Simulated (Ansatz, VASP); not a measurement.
Two plane-wave programs on C

```
C
1.0
     0.00000    1.78337    1.78337
     1.78337    0.00000    1.78337
     1.78337    1.78337    0.00000
C
2
Cartesian
  2.6751 2.6751 2.6751
  1.7834 1.7834 1.7834
```

Alike in both runs: task single point; functional PBEsol; dispersion D4; k mesh 13 × 13 × 13; occupations fermi-dirac, width 0.05 eV; no spin polarisation.

```csv
,VASP,Ansatz
version,VASP 6.6.1,Ansatz 0.2.0
potentials or method,"VASP PAW PBE potentials, release 64 (C_h)",Ansatz PAW
plane-wave cutoff (eV),910,420
valence electrons in the cell,8,8
```

|  | VASP | Ansatz | Ansatz less VASP |
| --- | --- | --- | --- |
| gap on the k mesh at the Fermi level (eV) | 4.02 | 4.02 | +0.001 |
| least direct gap on the mesh (eV) | 5.54 | 5.54 | -0.005 |

VASP's potentials were made for PBE, not for PBEsol.

Noted on VASP's run: the cutoff is short for stress, so the pressure is rough. Noted on Ansatz's run: Pulay correction over one GPa; odd divisions of the mesh miss points on the zone boundary, where band edges often lie, so the gap on the mesh can be too wide.
